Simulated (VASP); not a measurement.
Set up this calculation in VASP 6.6.1, as the native input.

```yaml
Task: relaxation of cell and atoms
Functional: PBE
Potentials_or_basis: VASP PAW PBE potentials, release 64 (Li_sv, F)
Cutoff: 600 eV
k_mesh: 4 × 4 × 4
Occupations: gaussian, width 0.1 eV
Spin: no spin polarisation
Dipole_correction: no
Further_INCAR_settings: ALGO = Normal; EDIFF = 1e-06; IBRION = 2; EDIFFG = -0.04; NSW = 90; ISIF = 3
```

The structure of Li4F lies in POSCAR:

```
Li4F
1.0
    3.9059010800      0.0000000000      0.0000000000
    0.0000000000      3.9059010800      0.0000000000
    0.0000000000      0.0000000000      3.9059010800
Li F
4 1
Direct
    0.5000000000      0.5000000000      0.5000000000
    0.5000000000      0.0000000000      0.0000000000
    0.0000000000      0.5000000000      0.0000000000
    0.0000000000      0.0000000000      0.5000000000
    0.0000000000      0.0000000000      0.0000000000
```

These files were run (other wordings do the same):

INCAR

```
SYSTEM = Li4F
  PREC = Accurate
  ENCUT = 600
  EDIFF = 1E-6
  ISMEAR = 0
  SIGMA = 0.1
  LREAL = .False.
  LASPH = .True.
  NELM = 80
  ALGO = Normal
  ISIF = 3
  LWAVE = .False.
  LCHARG = .False.
  GGA = PE
  IBRION = 2
  NSW = 90
  EDIFFG = -0.04
```

KPOINTS

```
Automatic mesh
0
Gamma
  4 4 4
  0 0 0
```

Potentials or basis: VASP PAW PBE potentials, release 64 (Li_sv, F).

Launch:

```console
$ cat potpaw_PBE.64/Li_sv/POTCAR potpaw_PBE.64/F/POTCAR > POTCAR
$ mpirun -np 1 vasp_std > vasp.out
```

Results of the run:

```json
{
  "Relaxed volume": "15.37 Å³/atom",
  "Relaxed cell": "a = 4.252 Å, b = 4.252 Å, c = 4.252 Å, α = 90.00°, β = 90.00°, γ = 90.00°",
  "Space group after relaxing (to 0.05 Å)": "Pm-3m (No. 221)",
  "Energy gained by relaxing": "83.6 meV/atom",
  "Ionic steps": "4",
  "Pressure after relaxing": "0.1 GPa"
}
```

Caveat: the k points lie up to 0.37 Å⁻¹ apart in the final cell; the cutoff is under 1.25 times the usual one of these potentials, so pressure, stress and relaxed cells hold a basis-set (Pulay) error; the volume moved by over 15 % at a fixed basis, so the end points are rough; an odd number of electrons without spin polarisation forces a metal; a magnetic or distorted state may lie lower.

Run time: 15 s on 1 thread of Intel(R) Xeon(R) 6975P-C (Granite Rapids) (shared host), peak memory 0.16 GiB.
